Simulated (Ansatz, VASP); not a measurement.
Two plane-wave programs on Sc3C

INCAR

```
SYSTEM = Sc3C
  PREC = Accurate
  ENCUT = 520
  EDIFF = 1E-6
  ISMEAR = 0
  SIGMA = 0.1
  LREAL = .FALSE.
  LASPH = .TRUE.
  NELM = 80
  ALGO = Normal
  ISIF = 2
  LWAVE = .FALSE.
  LCHARG = .TRUE.
  GGA = PE
  LELF = .TRUE.
  LVHAR = .TRUE.
  NBANDS = 47
```

KPOINTS

```
regular mesh
0
G
  6 6 4
  0 0 0
```

File POSCAR:

```
Sc3C
1.0
    5.7603666579      0.0000000000      0.0000000000
   -2.8801833290      4.9886238609      0.0000000000
    0.0000000000      0.0000000000      4.6235830233
Sc C
6 2
Direct
    0.8330000000      0.6660000000      0.2500000000
    0.1670000000      0.8330000000      0.7500000000
    0.3340000000      0.1670000000      0.2500000000
    0.1670000000      0.3340000000      0.7500000000
    0.8330000000      0.1670000000      0.2500000000
    0.6660000000      0.8330000000      0.7500000000
    0.3333333333      0.6666666667      0.2500000000
    0.6666666667      0.3333333333      0.7500000000
```

Input for Ansatz:

```yaml
crystal:
  lattice:
    - [5.7603666579, 0.0, 0.0]
    - [-2.880183329, 4.9886238609, 0.0]
    - [0.0, 0.0, 4.6235830233]
  atoms:
    - { symbol: Sc, position: [0.833, 0.666, 0.25] }
    - { symbol: Sc, position: [0.167, 0.833, 0.75] }
    - { symbol: Sc, position: [0.334, 0.167, 0.25] }
    - { symbol: Sc, position: [0.167, 0.334, 0.75] }
    - { symbol: Sc, position: [0.833, 0.167, 0.25] }
    - { symbol: Sc, position: [0.666, 0.833, 0.75] }
    - { symbol: C, position: [0.3333333333, 0.6666666667, 0.25] }
    - { symbol: C, position: [0.6666666667, 0.3333333333, 0.75] }
basis:
  ecutwfc: 420
kpoints:
  mp_grid: { grid: [6, 6, 4] }
hamiltonian:
  xc: pbe
scf:
  occupations: { method: gaussian, width: 0.1 }
  lower_state_search: "off"
output:
  forces: true
  stress: true
  eigenvalues: true
```

Alike in both runs: task single point; functional PBE; k mesh 6 × 6 × 4; occupations gaussian, width 0.1 eV; no spin polarisation.

|  | VASP | Ansatz |
| --- | --- | --- |
| version | VASP 6.6.1 | Ansatz 0.2.0 |
| potentials or method | VASP PAW PBE potentials, release 64 (Sc_sv, C), cutoff 520 eV | scalar-relativistic, plane waves, PAW |
| valence electrons in the cell | 74 | 74 |

```tsv
	VASP	Ansatz	Ansatz less VASP
gap on the k mesh at the Fermi level (eV)	none	none	-
pressure (GPa)	0.1	-0.1	-0.20
traceless stress, the component that is largest in VASP (GPa)	1.17	1.16	-0.006
rms of the force components (eV/Å)	0.899	0.897	-0.0025
```

Atom by atom the forces differ by 0.002 eV/Å (rms over components). A gap of «none» marks a metal or a gap that the smearing closes.
